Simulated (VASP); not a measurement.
# NbTeN (P4/nmm) in VASP: further runs

NbTeN is run at these levels: PBEsol; tasks: single point.

Program: VASP 6.6.1. These are calculated values, not measurements. Logs are shortened: lines on timing, memory, paths and dates and some standing lists are left out, and cuts for length are marked.

### Step 1. The cell of the first run

It takes space group P4/nmm (No. 129, tetragonal). The conventional cell has a = 3.486 Å, b = 3.486 Å, c = 9.284 Å, α = 90.00°, β = 90.00°, γ = 90.00°. Within 2.7 Å of Nb (site symmetry 4mm) lie 4 N at 2.04 Å. Te (site symmetry 4mm) has 5 Nb at 3.02 to 3.86 Å and 4 N at 3.30 Å and 4 Te at 3.49 Å within 4.0 Å. N (site symmetry -4m2) has 4 Nb at 2.04 Å and 4 N at 2.46 Å within 2.7 Å.

### Step 2. Single point, PBEsol

File INCAR:

```
ALGO = Normal ; EDIFF = 1E-7
ENCUT = 520 ; GGA = PS
ISIF = 2 ; ISMEAR = -1
LASPH = True ; LCHARG = False
LREAL = False ; LWAVE = False
NBANDS = 33 ; NELM = 60
PREC = Accurate ; SIGMA = 0.05
```

File KPOINTS:

```
k-points
0
Gamma
  5 5 2
```

File POSCAR:

```
NbTeN
1.0
    3.4860238699      0.0000000000      0.0000000000
    0.0000000000      3.4860238699      0.0000000000
    0.0000000000      0.0000000000      9.2844340843
Nb Te N
2 2 2
Direct
    0.5000000000      0.0000000000      0.1143750000
    0.0000000000      0.5000000000      0.8856250000
    0.5000000000      0.0000000000      0.6986270000
    0.0000000000      0.5000000000      0.3013730000
    0.5000000000      0.5000000000      0.0000000000
    0.0000000000      0.0000000000      0.0000000000
```

Potentials or basis: VASP PAW PBE potentials, release 64 (Nb_sv, Te, N).

Run with:

```sh
> cat potpaw_PBE.64/Nb_sv/POTCAR potpaw_PBE.64/Te/POTCAR potpaw_PBE.64/N/POTCAR > POTCAR
> mpirun -np 1 vasp_std > vasp.out
```

OUTCAR:

```text
EDIFF = 1E-7
   ENCUT = 520
   GGA = PS
   ISIF = 2
   ISMEAR = -1
   LASPH = True
   LREAL = False
   NELM = 60
   PREC = Accurate

 ion  position               nearest neighbor table
   1  0.500  0.000  0.114-   5 2.04   6 2.04   5 2.04   6 2.04   4 3.02   4 3.02   4 3.02   4 3.02

   2  0.000  0.500  0.886-   5 2.04   6 2.04   6 2.04   5 2.04   3 3.02   3 3.02   3 3.02   3 3.02

   3  0.500  0.000  0.699-   2 3.02   2 3.02   2 3.02   2 3.02
   4  0.000  0.500  0.301-   1 3.02   1 3.02   1 3.02   1 3.02
   5  0.500  0.500  0.000-   1 2.04   2 2.04   1 2.04   2 2.04
   6  0.000  0.000  0.000-   1 2.04   2 2.04   2 2.04   1 2.04

  LATTYP: Found a simple tetragonal cell.
 ALAT       =     3.4860238699
 C/A-ratio  =     2.6633306113

  Lattice vectors:

 A1 = (   3.4860238699,   0.0000000000,   0.0000000000)
 A2 = (   0.0000000000,   3.4860238699,   0.0000000000)
 A3 = (   0.0000000000,   0.0000000000,   9.2844340843)

Analysis of symmetry for initial positions (statically):
=====================================================================
 Subroutine PRICEL returns:
 Original cell was already a primitive cell.

 Routine SETGRP: Setting up the symmetry group for a
 simple tetragonal supercell.

 Subroutine GETGRP returns: Found 16 space group operations
 (whereof  8 operations were pure point group operations)
 out of a pool of 16 trial point group operations.

The static configuration has the point symmetry D_2d.
 The point group associated with its full space group is D_4h.

Analysis of symmetry for dynamics (positions and initial velocities):
=====================================================================
 Subroutine PRICEL returns:
 Original cell was already a primitive cell.

 Routine SETGRP: Setting up the symmetry group for a
 simple tetragonal supercell.

 Subroutine GETGRP returns: Found 16 space group operations
 (whereof  8 operations were pure point group operations)
 out of a pool of 16 trial point group operations.

The dynamic configuration has the point symmetry D_2d.
 The point group associated with its full space group is D_4h.

 Subroutine INISYM returns: Found 16 space group operations
 (whereof  8 operations are pure point group operations),
 and found     1 'primitive' translations

[... 89 lines left out ...]
   EDIFF  = 0.1E-06   stopping-criterion for ELM
   LREAL  =      F    real-space projection
   EDIFFG = 0.1E-05   stopping-criterion for IOM
   NSW    =      0    number of steps for IOM
   IBRION =     -1    ionic relax: 0-MD 1-quasi-New 2-CG
   NFREE  =      0    steps in history (QN), initial steepest desc. (CG)
   ISIF   =      2    stress and relaxation
   ISYM   =      2    0-nonsym 1-usesym 2-fastsym
   POTIM  = 0.5000    time-step for ionic-motion
   TEBEG  =    0.0;   TEEND  =   0.0 temperature during run
   PSTRESS=    0.0 pullay stress
   NELECT =      48.0000    total number of electrons
   NUPDOWN=      -1.0000    fix difference up-down
   EMIN   =  10.00;   EMAX   =-10.00  energy-range for DOS
   EFERMI =   0.00;   METHOD = LEGACY
   ISMEAR =    -1;   SIGMA  =   0.05  broadening in eV -4-tet -1-fermi 0-gaus
   EFERMI_NEDOS =   21; number of points for ismear=-14 and -15
   IALGO  =     38    algorithm
   IMIX   =      4    mixing-type and parameters
     AMIX     =   0.40;   BMIX     =  1.00
     AMIX_MAG =   1.60;   BMIX_MAG =  1.00
  volume/ion in A,a.u.               =      18.80       126.90
  Fermi-wavevector in a.u.,A,eV,Ry     =   1.231260  2.326744 20.626457  1.516002
  Thomas-Fermi vector in A             =   2.366077
   LORBIT       =      0    0 simple, 1 ext, 2 COOP (PROOUT), +10 PAW based schemes
   GGA     = PS    functional components
   LHFCALC =     F    Hartree Fock is set to
   AEXX    =    0.0000 exact exchange contribution
   IVDW    =     0    specifies the selected vdW correction
   LEPSILON=     F    determine dielectric tensor
   LRPA    =     F    only Hartree local field effects (RPA)
 non-spin polarized calculation
  energy-cutoff  :      520.00
  volume of cell :      112.83
 maximum number of plane-waves:      3074
 NGX is ok and might be reduce to    28
   NGX = 13   NGY = 13   NGZ = 35

 number of electron      48.0000003 magnetization

 Free energy of the ion-electron system (eV)
  ---------------------------------------------------
  ext. energy  EPLUGINS =         0.00000000
  ---------------------------------------------------
  free energy    TOTEN  =       -50.10921374 eV

  energy without entropy =      -50.06836866  energy(sigma->0) =      -50.08879120

 E-fermi :   8.1898     XC(G=0): -10.7298

 val. band max:        8.1816414720   @ k =   0.4000   0.4000   0.0000
 cond. band min:       8.2332640633   @ k =   0.4000   0.2000   0.5000
 fundamental gap:      0.0516225913
 Fermi energy:         8.1898100707

 k-point     1 :       0.0000    0.0000    0.0000
  band No.  band energies     occupation
      1     -47.6621      2.00000
      2     -47.5997      2.00000
      3     -24.0839      2.00000
      4     -23.7986      2.00000
      5     -23.7986      2.00000
      6     -23.6938      2.00000
[... 421 lines left out ...]
     32      11.3631      0.00000
     33      12.4459      0.00000

------------------------ aborting loop because EDIFF is reached ----------------------------------------

  FORCE on cell =-STRESS in cart. coord.  units (eV):
  Direction    XX          YY          ZZ          XY          YZ          ZX
  --------------------------------------------------------------------------------------
  -------------------------------------------------------------------------------------
  Total        3.9088702      3.9088702      2.7440121      0.0000000      0.0000000      0.0000000
  in kB       55.5067344     55.5067344     38.9655176      0.0000000      0.0000000      0.0000000
  external PRESSURE =      49.9929955 kB  Pullay stress =       0.0000000 kB

 VOLUME and BASIS-vectors are now :
 -----------------------------------------------------------------------------
  energy-cutoff  :      520.00
  volume of cell :      112.83
      direct lattice vectors                 reciprocal lattice vectors
     3.486023870  0.000000000  0.000000000     0.286859768  0.000000000  0.000000000
     0.000000000  3.486023870  0.000000000     0.000000000  0.286859768  0.000000000
     0.000000000  0.000000000  9.284434084     0.000000000  0.000000000  0.107707157

 POSITION                                       TOTAL-FORCE (eV/Angst)
 -----------------------------------------------------------------------------------
      1.74301      0.00000      1.06191         0.000000      0.000000      0.413733
      0.00000      1.74301      8.22253        -0.000000     -0.000000     -0.413733
      1.74301      0.00000      6.48636        -0.000000     -0.000000     -0.465471
      0.00000      1.74301      2.79808        -0.000000      0.000000      0.465471
      1.74301      1.74301      0.00000         0.000000     -0.000000      0.000000
      0.00000      0.00000      0.00000        -0.000000      0.000000      0.000000
 -----------------------------------------------------------------------------------
    total drift:                                0.000000      0.000000     -0.000000

  FREE ENERGIE OF THE ION-ELECTRON SYSTEM (eV)
  ---------------------------------------------------
  free  energy   TOTEN  =       -50.1092137397 eV

  energy  without entropy=      -50.0683686551  energy(sigma->0) =      -50.08879120
```

OSZICAR:

```text
N       E                     dE             d eps       ncg     rms          rms(c)
DAV:   1     0.451695954196E+03    0.45170E+03   -0.23674E+04   792   0.138E+03
DAV:   2    -0.172003051355E+02   -0.46890E+03   -0.44936E+03  1054   0.476E+02
DAV:   3    -0.561021565029E+02   -0.38902E+02   -0.38064E+02  1224   0.116E+02
DAV:   4    -0.598555711741E+02   -0.37534E+01   -0.37356E+01  1368   0.341E+01
DAV:   5    -0.599510349780E+02   -0.95464E-01   -0.95418E-01  1232   0.425E+00    0.223E+01
DAV:   6    -0.506848995598E+02    0.92661E+01   -0.49277E+01  1195   0.441E+01    0.923E+00
DAV:   7    -0.501481558137E+02    0.53674E+00   -0.53462E+00  1231   0.169E+01    0.528E+00
DAV:   8    -0.501136312711E+02    0.34525E-01   -0.44023E-01  1039   0.458E+00    0.234E+00
DAV:   9    -0.501104206818E+02    0.32106E-02   -0.10303E-01  1352   0.202E+00    0.716E-01
DAV:  10    -0.501089871805E+02    0.14335E-02   -0.12848E-02  1103   0.743E-01    0.565E-01
DAV:  11    -0.501093184852E+02   -0.33130E-03   -0.25587E-03  1111   0.372E-01    0.182E-01
DAV:  12    -0.501092097086E+02    0.10878E-03   -0.49349E-04  1061   0.183E-01    0.727E-02
DAV:  13    -0.501092126978E+02   -0.29891E-05   -0.82277E-05  1238   0.557E-02    0.565E-02
DAV:  14    -0.501092134434E+02   -0.74563E-06   -0.97354E-06  1150   0.220E-02    0.282E-02
DAV:  15    -0.501092137320E+02   -0.28866E-06   -0.39715E-06  1176   0.155E-02    0.425E-03
DAV:  16    -0.501092137397E+02   -0.76425E-08   -0.28869E-07   903   0.455E-03
   1 F= -.50109214E+02 E0= -.50088791E+02  d E =-.408451E-01
```

stdout:

```text
POSCAR found type information on POSCAR NbTeN
 POSCAR found :  3 types and       6 ions
 scaLAPACK will be used
 -----------------------------------------------------------------------------
|                                                                             |
|                                                                             |
|     You enforced a specific xc type in the INCAR file but a different       |
|     I HOPE YOU KNOW WHAT YOU ARE DOING!                                     |
|                                                                             |
 -----------------------------------------------------------------------------

 LDA part: xc-table for (Slater+PW92), standard interpolation
 POSCAR, INCAR and KPOINTS ok, starting setup
 FFT: planning ... GRIDC
 FFT: planning ... GRID_SOFT
 FFT: planning ... GRID
 WAVECAR not read
 entering main loop
```

Run time: 48 s. Hardware: 1 thread of AMD EPYC 7R13 (Zen 3), shared host; peak memory 0.2 GiB.

What came out:

| Quantity | Value |
| --- | --- |
| Free energy | -50.1092 eV |
| Pressure | 5.0 GPa |
| Largest force | 0.465 eV/Å |
| Band gap on the k mesh | zero (bands 24 and 25 overlap by 0.41 eV) |

Forces in eV/Å, atoms in the order of the input:
```
Nb   0.000  0.000  0.414
Nb   0.000  0.000 -0.414
Te   0.000  0.000 -0.465
Te   0.000  0.000  0.465
N    0.000  0.000  0.000
N    0.000  0.000  0.000
```

Stress tensor (GPa, compression positive):
```
5.55 0.00 0.00
0.00 5.55 0.00
0.00 0.00 3.90
```

Caveat: the k points lie up to 0.36 Å⁻¹ apart; the PAW data sets were made with another functional, which shifts forces and pressure a little; spin-orbit coupling is left out, which moves the levels of the heavy elements; this functional lacks dispersion, which binds layers or chains, so the pressure and a relaxed spacing across them are unreliable.

### Step 3. Single point, PBEsol

This run uses another cell than the first one, of 19.35 Å³/atom.

File INCAR:

```
  PREC = Accurate
  ENCUT = 520
  EDIFF = 1E-6
  ISMEAR = -1
  SIGMA = 0.05
  LREAL = F
  LASPH = T
  NELM = 60
  ALGO = Normal
  ISIF = 2
  LWAVE = F
  LCHARG = F
  GGA = PS
  NBANDS = 33
```

File KPOINTS:

```
regular mesh
0
Gamma
  5 5 2
```

POSCAR, as its differences from that of step 2:

```diff
@@ -2,5 +2,5 @@
 1.0
-    3.4860238699      0.0000000000      0.0000000000
-    0.0000000000      3.4860238699      0.0000000000
-    0.0000000000      0.0000000000      9.2844340843
+    3.5193849771      0.0000000000      0.0000000000
+    0.0000000000      3.5193849771      0.0000000000
+    0.0000000000      0.0000000000      9.3732857422
 Nb Te N
```

Potentials or basis: VASP PAW PBE potentials, release 64 (Nb_sv, Te, N).

Run with:

```sh
> cat potpaw_PBE.64/Nb_sv/POTCAR potpaw_PBE.64/Te/POTCAR potpaw_PBE.64/N/POTCAR > POTCAR
> mpirun -np 1 vasp_std > vasp.out
```

It took 47 s on 1 thread of AMD EPYC 7R13 (Zen 3), shared host; peak memory 0.2 GiB.

The run converged. Its results:

| Item | Value |
| --- | --- |
| Free energy | -50.1673 eV |
| Pressure | 0.7 GPa |
| Largest force | 0.206 eV/Å |
| Band gap on the k mesh | zero (bands 24 and 25 overlap by 0.37 eV) |

Forces on the atoms (eV/Å):
```
Nb   0.000  0.000 -0.098
Nb   0.000  0.000  0.098
Te   0.000  0.000 -0.206
Te   0.000  0.000  0.206
N    0.000  0.000  0.000
N    0.000  0.000  0.000
```

Stress tensor (GPa, compression positive):
```
0.84 0.00 0.00
0.00 0.84 0.00
0.00 0.00 0.28
```

Levels at points of the mesh, in eV from the Fermi level:
| k point | band 21 | band 22 | band 23 | band 24 | band 25 | band 26 | band 27 | band 28 |
| --- | --- | --- | --- | --- | --- | --- | --- | --- |
| (0.00, 0.00, 0.00) | -0.37 | -0.37 | -0.10 | 0.17 | 0.50 | 0.50 | 1.20 | 1.73 |
| (0.00, 0.00, 0.50) | -0.25 | -0.25 | -0.10 | 0.35 | 0.36 | 0.36 | 1.20 | 1.74 |

Caveat: the PAW data sets were made with another functional, which shifts forces and pressure a little; spin-orbit coupling is left out, which moves the levels of the heavy elements; this functional lacks dispersion, which binds layers or chains, so the pressure and a relaxed spacing across them are unreliable.

The gap in the log of VASP goes by the Fermi energy; the results here count the filled bands.